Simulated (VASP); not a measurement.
# HfN (R-3m) in VASP: notebook, part 2 of 2

VASP 6.6.1. The steps go on from the part before.

### Step 4. Electric field gradients, PBEsol (equal xy, yz and zx shear strains of +2 %)

Contents of INCAR:

```
  ALGO = Normal
  EDIFF = 1E-8
  ENCUT = 520
  GGA = PS
  ISIF = 2
  ISMEAR = -1
  LASPH = T
  LCHARG = F
  LEFG = T
  LREAL = F
  LWAVE = F
  NBANDS = 14
  NELM = 60
  PREC = Accurate
  SIGMA = 0.01
```

Contents of KPOINTS:

```
k-points
0
Gamma
  10 10 10
```

Contents of POSCAR:

```
HfN
1.0
    0.0451800000      2.2815900000      2.2815900000
    2.2815900000      0.0451800000      2.2815900000
    2.2815900000      2.2815900000      0.0451800000
Hf N
1 1
Direct
    0.0000000000      0.0000000000      0.0000000000
    0.5000000000      0.5000000000      0.5000000000
```

Potentials or basis: VASP PAW PBE potentials, release 64 (Hf_pv, N).

The run is started by

```
cat potpaw_PBE.64/Hf_pv/POTCAR potpaw_PBE.64/N/POTCAR > POTCAR
mpirun -np 1 vasp_std > vasp.out
```

OUTCAR:

```text
EDIFF = 1E-8
   ENCUT = 520
   GGA = PS
   ISIF = 2
   ISMEAR = -1
   LASPH = T
   LREAL = F
   NELM = 60
   PREC = Accurate

 ion  position               nearest neighbor table
   1  0.000  0.000  0.000-   2 2.26   2 2.26   2 2.26   2 2.26   2 2.26   2 2.26
   2  0.500  0.500  0.500-   1 2.26   1 2.26   1 2.26   1 2.26   1 2.26   1 2.26

  LATTYP: Found a trigonal (rhomboedric) cell.
 ALAT       =     3.2269718140
 COS(alpha) =     0.5197000882

  Lattice vectors:

 A1 = (   0.0451800000,   2.2815900000,   2.2815900000)
 A2 = (   2.2815900000,   0.0451800000,   2.2815900000)
 A3 = (   2.2815900000,   2.2815900000,   0.0451800000)

Analysis of symmetry for initial positions (statically):
=====================================================================
 Subroutine PRICEL returns:
 Original cell was already a primitive cell.

 Routine SETGRP: Setting up the symmetry group for a
 trigonal (rhombohedral) supercell.

 Subroutine GETGRP returns: Found 12 space group operations
 (whereof 12 operations were pure point group operations)
 out of a pool of 12 trial point group operations.

The static configuration has the point symmetry D_3d.

Analysis of symmetry for dynamics (positions and initial velocities):
=====================================================================
 Subroutine PRICEL returns:
 Original cell was already a primitive cell.

 Routine SETGRP: Setting up the symmetry group for a
 trigonal (rhombohedral) supercell.

 Subroutine GETGRP returns: Found 12 space group operations
 (whereof 12 operations were pure point group operations)
 out of a pool of 12 trial point group operations.

[... 552 lines left out ...]
      6       3.6419      2.00000
      7       4.0265      2.00000
      8       5.7390      2.00000
      9      12.2720      0.00000
     10      12.7190      0.00000
     11      12.9395      0.00000
     12      13.1036      0.00000
     13      17.3678      0.00000
     14      19.5118      0.00000

 [... further k-points ...]

------------------------ aborting loop because EDIFF is reached ----------------------------------------

  FORCE on cell =-STRESS in cart. coord.  units (eV):
  Direction    XX          YY          ZZ          XY          YZ          ZX
  --------------------------------------------------------------------------------------
  -------------------------------------------------------------------------------------
  Total       -0.7296891     -0.7296891     -0.7296891     -0.2867383     -0.2867383     -0.2867383
  in kB      -50.7223299    -50.7223299    -50.7223299    -19.9318253    -19.9318253    -19.9318253
  external PRESSURE =     -50.7223299 kB  Pullay stress =       0.0000000 kB

 VOLUME and BASIS-vectors are now :
 -----------------------------------------------------------------------------
  energy-cutoff  :      520.00
  volume of cell :       23.05
      direct lattice vectors                 reciprocal lattice vectors
     0.045180000  2.281590000  2.281590000    -0.225764489  0.221380712  0.221380712
     2.281590000  0.045180000  2.281590000     0.221380712 -0.225764489  0.221380712
     2.281590000  2.281590000  0.045180000     0.221380712  0.221380712 -0.225764489

 POSITION                                       TOTAL-FORCE (eV/Angst)
 -----------------------------------------------------------------------------------
      0.00000      0.00000      0.00000        -0.000000      0.000000     -0.000000
      2.30418      2.30418      2.30418         0.000000     -0.000000      0.000000
 -----------------------------------------------------------------------------------
    total drift:                                0.000000     -0.000000     -0.000000

  FREE ENERGIE OF THE ION-ELECTRON SYSTEM (eV)
  ---------------------------------------------------
  free  energy   TOTEN  =       -22.9705145937 eV

  energy  without entropy=      -22.9701830308  energy(sigma->0) =      -22.97034881

 Electric field gradients (V/A^2)
---------------------------------------------------------------------
 ion       V_xx      V_yy      V_zz      V_xy      V_xz      V_yz
---------------------------------------------------------------------
   1       0.000    -0.000     0.000    -7.789    -7.789    -7.789
   2       0.000    -0.000     0.000     1.009     1.009     1.009
---------------------------------------------------------------------

 Electric field gradients after diagonalization (V/A^2)
 (convention: |V_zz| > |V_xx| > |V_yy|)
----------------------------------------------------------------------
 ion       V_xx      V_yy      V_zz     asymmetry (V_yy - V_xx)/ V_zz
----------------------------------------------------------------------
   1       7.789     7.789   -15.578       0.000
   2      -1.009    -1.009     2.019       0.000
----------------------------------------------------------------------

           NMR quadrupolar parameters

 Cq : quadrupolar parameter    Cq=e*Q*V_zz/h
 eta: asymmetry parameters     (V_yy - V_xx)/ V_zz
 Q  : nuclear electric quadrupole moment in mb (millibarn)
----------------------------------------------------------------------
 ion       Cq(MHz)       eta       Q (mb)
----------------------------------------------------------------------
   1      -0.038       0.000       1.000
   2       0.005       0.000       1.000
----------------------------------------------------------------------
```

It took 12 s on 1 thread of Intel Xeon 6975P-C (Granite Rapids), shared host; peak memory 0.16 GiB.

Results:

| Property | Result |
| --- | --- |
| Free energy | -22.9705 eV |
| Pressure | -5.1 GPa |

Stress tensor (GPa, compression positive):
```
-5.07 -1.99 -1.99
-1.99 -5.07 -1.99
-1.99 -1.99 -5.07
```

Electric field gradients, principal values (V/Å²):
| atom | least | middle | greatest (by size) |
| --- | --- | --- | --- |
| 1 Hf | 7.789 | 7.789 | -15.578 |
| 2 N | -1.009 | -1.009 | 2.019 |

Caveat: the cell differs from its parent crystal (equal xy, yz and zx shear strains of +2 %); without QUAD_EFG the Cq values of the log hold for a quadrupole moment of 1 mb, not for the nuclei; the PAW data sets were made with another functional, which shifts forces and pressure a little.
